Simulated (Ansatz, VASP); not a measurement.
One calculation of BN, two programs

INCAR

```
ALGO = Normal
EDIFF = 1E-6
ENCUT = 520
ISIF = 2
ISMEAR = 0
LASPH = T
LCHARG = T
LELF = T
LREAL = F
LVHAR = T
LWAVE = F
NBANDS = 16
NELM = 60
PREC = Accurate
SIGMA = 0.05
```

KPOINTS

```
k-points
0
Gamma
  12 12 6
```

Contents of POSCAR:

```
BN
1.0
    2.3496244336      0.0000000000      0.0000000000
   -1.1748122168      2.0348344488      0.0000000000
    0.0000000000      0.0000000000      4.0577808000
B N
2 2
Direct
    0.6666666667      0.3333333333      0.9997240000
    0.3333333333      0.6666666667      0.4997240000
    0.6666666667      0.3333333333      0.6252760000
    0.3333333333      0.6666666667      0.1252760000
```

Input for Ansatz:

```yaml
crystal:
  lattice:
    - [2.3496244336, 0.0, 0.0]
    - [-1.1748122168, 2.0348344488, 0.0]
    - [0.0, 0.0, 4.0577808]
  atoms:
    - { symbol: B, position: [0.6666666667, 0.3333333333, 0.999724] }
    - { symbol: B, position: [0.3333333333, 0.6666666667, 0.499724] }
    - { symbol: "N", position: [0.6666666667, 0.3333333333, 0.625276] }
    - { symbol: "N", position: [0.3333333333, 0.6666666667, 0.125276] }
basis:
  ecutwfc: 420
kpoints:
  mp_grid: { grid: [12, 12, 6] }
hamiltonian:
  xc: lda
scf:
  occupations: { method: gaussian, width: 0.05 }
output:
  forces: true
  stress: true
  eigenvalues: true
```

Change from the starting cell: strain -0.080 along x and y, -0.040 along z, atoms carried along.

Alike in both runs: task single point; functional LDA; k mesh 12 × 12 × 6; occupations gaussian, width 0.05 eV; no spin polarisation.

```csv
,VASP,Ansatz
version,VASP 6.6.1,Ansatz 0.2.0
potentials or method,"VASP PAW LDA potentials, release 64 (B, N), cutoff 520 eV","scalar-relativistic, plane waves, PAW"
valence electrons in the cell,16,16
```

|  | VASP | Ansatz | Ansatz less VASP |
| --- | --- | --- | --- |
| gap on the k mesh at the Fermi level (eV) | 4.33 | 4.37 | +0.036 |
| least direct gap on the mesh (eV) | 7.97 | 7.99 | +0.016 |
| pressure (GPa) | 96.5 | 94.7 | -1.79 |
| traceless stress, the component that is largest in VASP (GPa) | -42.58 | -42.40 | +0.179 |
| rms of the force components (eV/Å) | 0.369 | 0.364 | -0.0052 |

LDA's correlation is that of Perdew and Zunger in VASP and of Perdew and Wang (1992) in Ansatz. Atom by atom the forces differ by 0.005 eV/Å (rms over components). Both programs put the cell under a high pressure, so it lies far from rest at this level.

Noted on VASP's run: the cell as given lies far from equilibrium.
